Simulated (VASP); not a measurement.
# WC (Fm-3m) in VASP: a series of runs

The runs below take WC through single point, relaxation of cell and atoms, with PBE.

All numbers are computed with VASP 6.6.1; they aren't measurements. Logs are shortened: lines on timing, memory, paths and dates and some standing lists are left out, and cuts for length are marked.

## Step 1: The cell of the first run

It takes space group Fm-3m (No. 225, cubic). The conventional cell has a = 4.380 Å, b = 4.380 Å, c = 4.380 Å, α = 90.00°, β = 90.00°, γ = 90.00°. Within 2.9 Å of W (site symmetry m-3m) lie 6 C at 2.19 Å. C (site symmetry m-3m) has 6 W at 2.19 Å within 2.9 Å.

## Step 2: Single point, PBE

File INCAR:

```
PREC = Accurate ; ENCUT = 520
EDIFF = 1E-6 ; ISMEAR = 0
SIGMA = 0.1 ; LREAL = F
LASPH = T ; NELM = 100
ALGO = Normal ; ISIF = 2
LWAVE = F ; LCHARG = F
GGA = PE ; NBANDS = 16
```

File KPOINTS:

```
regular mesh
0
Gamma
  16 16 16
```

File POSCAR:

```
WC
1.0
    0.0000000000      2.1898069737      2.1898069737
    2.1898069737      0.0000000000      2.1898069737
    2.1898069737      2.1898069737      0.0000000000
W C
1 1
Direct
    0.5000000000      0.5000000000      0.5000000000
    0.0000000000      0.0000000000      0.0000000000
```

Potentials or basis: VASP PAW PBE potentials, release 64 (W_sv, C).

The run is started by

```bash
$ cat potpaw_PBE.64/W_sv/POTCAR potpaw_PBE.64/C/POTCAR > POTCAR
$ mpirun -np 1 vasp_std > vasp.out
```

OUTCAR:

```text
PREC = Accurate
   ENCUT = 520
   EDIFF = 1E-6
   ISMEAR = 0
   LREAL = F
   LASPH = T
   NELM = 100
   ISIF = 2
   GGA = PE

 ion  position               nearest neighbor table
   1  0.500  0.500  0.500-   2 2.19   2 2.19   2 2.19   2 2.19   2 2.19   2 2.19
   2  0.000  0.000  0.000-   1 2.19   1 2.19   1 2.19   1 2.19   1 2.19   1 2.19

  LATTYP: Found a face centered cubic cell.
 ALAT       =     4.3796139474

  Lattice vectors:

 A1 = (   0.0000000000,   2.1898069737,   2.1898069737)
 A2 = (   2.1898069737,   0.0000000000,   2.1898069737)
 A3 = (   2.1898069737,   2.1898069737,   0.0000000000)

Analysis of symmetry for initial positions (statically):
=====================================================================
 Subroutine PRICEL returns:
 Original cell was already a primitive cell.

 Routine SETGRP: Setting up the symmetry group for a
 face centered cubic supercell.

 Subroutine GETGRP returns: Found 48 space group operations
 (whereof 48 operations were pure point group operations)
 out of a pool of 48 trial point group operations.

The static configuration has the point symmetry O_h .

Analysis of symmetry for dynamics (positions and initial velocities):
=====================================================================
 Subroutine PRICEL returns:
 Original cell was already a primitive cell.

 Routine SETGRP: Setting up the symmetry group for a
 face centered cubic supercell.

 Subroutine GETGRP returns: Found 48 space group operations
 (whereof 48 operations were pure point group operations)
 out of a pool of 48 trial point group operations.

The dynamic configuration has the point symmetry O_h .

 Subroutine INISYM returns: Found 48 space group operations
 (whereof 48 operations are pure point group operations),
 and found     1 'primitive' translations

----------------------------------------------------------------------------------------

                                     Primitive cell

  volume of cell :      21.0014

  direct lattice vectors                    reciprocal lattice vectors
     0.000000000  2.189806974  2.189806974    -0.228330627  0.228330627  0.228330627
     2.189806974  0.000000000  2.189806974     0.228330627 -0.228330627  0.228330627
     2.189806974  2.189806974  0.000000000     0.228330627  0.228330627 -0.228330627

  length of vectors
     3.096854721  3.096854721  3.096854721     0.395480247  0.395480247  0.395480247

  position of ions in fractional coordinates (direct lattice)
     0.500000000  0.500000000  0.500000000
[... 73 lines left out ...]
   LNONCOLLINEAR =      F non collinear calculations
   LSORBIT =      F    spin-orbit coupling
   LASPH  =      T    aspherical Exc in radial PAW
   ENCUT  =  520.0 eV  38.22 Ry    6.18 a.u.   5.76  5.76  5.76*2*pi/ulx,y,z
   NELM   =    100;   NELMIN=  2; NELMDL= -5     # of ELM steps
   EDIFF  = 0.1E-05   stopping-criterion for ELM
   LREAL  =      F    real-space projection
   EDIFFG = 0.1E-04   stopping-criterion for IOM
   NSW    =      0    number of steps for IOM
   IBRION =     -1    ionic relax: 0-MD 1-quasi-New 2-CG
   NFREE  =      0    steps in history (QN), initial steepest desc. (CG)
   ISIF   =      2    stress and relaxation
   ISYM   =      2    0-nonsym 1-usesym 2-fastsym
   POTIM  = 0.5000    time-step for ionic-motion
   TEBEG  =    0.0;   TEEND  =   0.0 temperature during run
   PSTRESS=    0.0 pullay stress
   NELECT =      18.0000    total number of electrons
   NUPDOWN=      -1.0000    fix difference up-down
   EMIN   =  10.00;   EMAX   =-10.00  energy-range for DOS
   EFERMI =   0.00;   METHOD = LEGACY
   ISMEAR =     0;   SIGMA  =   0.10  broadening in eV -4-tet -1-fermi 0-gaus
   EFERMI_NEDOS =   21; number of points for ismear=-14 and -15
   IALGO  =     38    algorithm
   IMIX   =      4    mixing-type and parameters
     AMIX     =   0.40;   BMIX     =  1.00
     AMIX_MAG =   1.60;   BMIX_MAG =  1.00
  volume/ion in A,a.u.               =      10.50        70.86
  Fermi-wavevector in a.u.,A,eV,Ry     =   1.555070  2.938655 32.902173  2.418241
  Thomas-Fermi vector in A             =   2.659064
   LORBIT       =      0    0 simple, 1 ext, 2 COOP (PROOUT), +10 PAW based schemes
   GGA     = PE    functional components
   LHFCALC =     F    Hartree Fock is set to
   AEXX    =    0.0000 exact exchange contribution
   IVDW    =     0    specifies the selected vdW correction
   LEPSILON=     F    determine dielectric tensor
   LRPA    =     F    only Hartree local field effects (RPA)
 non-spin polarized calculation
 Gauss-broadening in eV      SIGMA  =   0.10
  energy-cutoff  :      520.00
  volume of cell :       21.00
 maximum number of plane-waves:       588
   NGX = 11   NGY = 11   NGZ = 11

 number of electron      18.0000001 magnetization

 Free energy of the ion-electron system (eV)
  ---------------------------------------------------
  ext. energy  EPLUGINS =         0.00000000
  ---------------------------------------------------
  free energy    TOTEN  =       -21.55635799 eV

  energy without entropy =      -21.55091820  energy(sigma->0) =      -21.55363809

 E-fermi :  12.4978     XC(G=0): -13.7372

 val. band max:       12.4952132958   @ k =   0.2500   0.0000   0.0000
 cond. band min:      12.5000480206   @ k =  -0.3125   0.2500   0.0625
 fundamental gap:      0.0048347248
 Fermi energy:        12.4977571772

 k-point     1 :       0.0000    0.0000    0.0000
  band No.  band energies     occupation
      1     -62.9789      2.00000
      2     -26.9717      2.00000
      3     -26.9717      2.00000
      4     -26.9717      2.00000
      5      -3.3763      2.00000
      6       9.7023      2.00000
[... 433 lines left out ...]
      3     -26.9881      2.00000
      4     -26.9740      2.00000
      5      -3.0856      2.00000
      6       8.9315      2.00000
[... 8 lines left out ...]
     15      22.8176      0.00000
     16      32.9131      0.00000

 [... further k-points ...]
[... 5 lines left out ...]
  --------------------------------------------------------------------------------------
  -------------------------------------------------------------------------------------
  Total        0.1301576      0.1301576      0.1301576      0.0000000     -0.0000000      0.0000000
  in kB        9.9296171      9.9296171      9.9296171      0.0000000     -0.0000000      0.0000000
  external PRESSURE =       9.9296171 kB  Pullay stress =       0.0000000 kB

 VOLUME and BASIS-vectors are now :
 -----------------------------------------------------------------------------
  energy-cutoff  :      520.00
  volume of cell :       21.00
      direct lattice vectors                 reciprocal lattice vectors
     0.000000000  2.189806974  2.189806974    -0.228330627  0.228330627  0.228330627
     2.189806974  0.000000000  2.189806974     0.228330627 -0.228330627  0.228330627
     2.189806974  2.189806974  0.000000000     0.228330627  0.228330627 -0.228330627

 POSITION                                       TOTAL-FORCE (eV/Angst)
 -----------------------------------------------------------------------------------
      2.18981      2.18981      2.18981         0.000000     -0.000000     -0.000000
      0.00000      0.00000      0.00000        -0.000000      0.000000      0.000000
 -----------------------------------------------------------------------------------
    total drift:                                0.000000     -0.000000      0.000000

  FREE ENERGIE OF THE ION-ELECTRON SYSTEM (eV)
  ---------------------------------------------------
  free  energy   TOTEN  =       -21.5563579936 eV

  energy  without entropy=      -21.5509181958  energy(sigma->0) =      -21.55363809
```

OSZICAR:

```text
N       E                     dE             d eps       ncg     rms          rms(c)
DAV:   1     0.129773017868E+03    0.12977E+03   -0.10874E+04  4640   0.130E+03
DAV:   2    -0.214263762897E+02   -0.15120E+03   -0.14650E+03  5632   0.351E+02
DAV:   3    -0.250300137401E+02   -0.36036E+01   -0.35757E+01  5040   0.527E+01
DAV:   4    -0.250502731009E+02   -0.20259E-01   -0.20259E-01  6120   0.442E+00
DAV:   5    -0.250504554700E+02   -0.18237E-03   -0.18237E-03  5016   0.377E-01    0.309E+01
DAV:   6    -0.216592935428E+02    0.33912E+01   -0.86310E+00  5864   0.278E+01    0.782E+00
DAV:   7    -0.215849791773E+02    0.74314E-01   -0.49439E-01  4712   0.556E+00    0.635E+00
DAV:   8    -0.215585108124E+02    0.26468E-01   -0.76679E-02  5312   0.235E+00    0.149E+00
DAV:   9    -0.215564236960E+02    0.20871E-02   -0.36773E-03  5016   0.520E-01    0.119E-01
DAV:  10    -0.215563577163E+02    0.65980E-04   -0.37277E-04  5680   0.207E-01    0.624E-02
DAV:  11    -0.215563590256E+02   -0.13092E-05   -0.14694E-05  5248   0.380E-02    0.180E-02
DAV:  12    -0.215563579218E+02    0.11038E-05   -0.21466E-06  4224   0.167E-02    0.215E-03
DAV:  13    -0.215563579936E+02   -0.71859E-07   -0.10358E-07  2640   0.324E-03
   1 F= -.21556358E+02 E0= -.21553638E+02  d E =-.543980E-02
```

It took 16 s on 1 thread of Intel Xeon 6975P-C (Granite Rapids), shared host; peak memory 0.17 GiB.

What came out:

* Free energy: -21.5564 eV
* Pressure: 1.0 GPa
* Band gap on the k mesh: zero (band 9 reaches 13.51 eV, above the bottom of band 10 at 10.39 eV)

Caveat: spin-orbit coupling is left out, which moves the levels of the heavy elements.

## Step 3: Relaxation of cell and atoms, PBE

File INCAR:

```
SYSTEM = WC
ALGO     = Normal         ! electronic algorithm
EDIFF    = 1E-6           ! SCF threshold, eV
EDIFFG   = -0.01          ! ionic threshold
ENCUT    = 600            ! plane-wave cutoff, eV
GGA      = PE             ! functional
IBRION   = 2              ! ionic algorithm
ISIF     = 3              ! what is computed and relaxed
ISMEAR   = 0              ! smearing method
LASPH    = .TRUE.         ! aspherical terms in the spheres
LCHARG   = .FALSE.        ! write CHGCAR
LREAL    = .FALSE.        ! projectors in reciprocal space
LWAVE    = .FALSE.        ! write WAVECAR
NELM     = 60             ! most SCF steps
NSW      = 80             ! ionic steps
PREC     = Accurate       ! precision mode
SIGMA    = 0.1            ! smearing width, eV
```

File KPOINTS:

```
k-points
0
G
  16 16 16
  0 0 0
```

File POSCAR:

```
WC
1.0
    0.0000000000      2.1904003773      2.1904003773
    2.1904003773      0.0000000000      2.1904003773
    2.1904003773      2.1904003773      0.0000000000
W C
1 1
Direct
    0.5000000000      0.5000000000      0.5000000000
    0.0000000000      0.0000000000      0.0000000000
```

Potentials or basis: VASP PAW PBE potentials, release 64 (W_sv, C).

The run is started by

```bash
$ cat potpaw_PBE.64/W_sv/POTCAR potpaw_PBE.64/C/POTCAR > POTCAR
$ mpirun -np 1 vasp_std > vasp.out
```

It took 52 s on 1 thread of Intel Xeon 6975P-C (Granite Rapids), shared host; peak memory 0.2 GiB.

The run converged. Its results:

| Property | Result |
| --- | --- |
| Free energy | -21.5576 eV |
| Relaxed volume | 10.53 Å³/atom |
| Relaxed cell | a = 3.099 Å, b = 3.099 Å, c = 3.099 Å, α = 60.00°, β = 60.00°, γ = 60.00° |
| Space group after relaxing (to 0.05 Å) | Fm-3m (No. 225) |
| Energy gained by relaxing | 0.0 meV/atom |
| Ionic steps | 3 |
| Pressure after relaxing | 0.0 GPa |

Final structure:
```yaml
crystal:
  lattice:
    - [0.00000, 2.19160, 2.19160]
    - [2.19160, 0.00000, 2.19160]
    - [2.19160, 2.19160, 0.00000]
  atoms:
    - { symbol: W, position: [0.50000, 0.50000, 0.50000] }
    - { symbol: C, position: [0.00000, 0.00000, 0.00000] }
```

Levels at points of the mesh, in eV from the Fermi level:
```csv
k point,band 5,band 6,band 7,band 8,band 9,band 10,band 11,band 12,band 13
"(0.00, 0.00, 0.00)",-15.85,-2.79,-2.79,-2.79,-1.10,-1.10,-1.10,-1.00,-1.00
"(0.50, 0.00, 0.00)",-11.25,-9.84,-6.62,-6.62,1.01,1.01,2.30,4.89,8.76
"(0.50, 0.50, 0.00)",-13.64,-5.81,-5.63,-2.54,-2.54,0.82,2.24,2.24,5.41
```

Caveat: the bands computed are all filled at some k points, so no gap is given; spin-orbit coupling is left out, which moves the levels of the heavy elements.
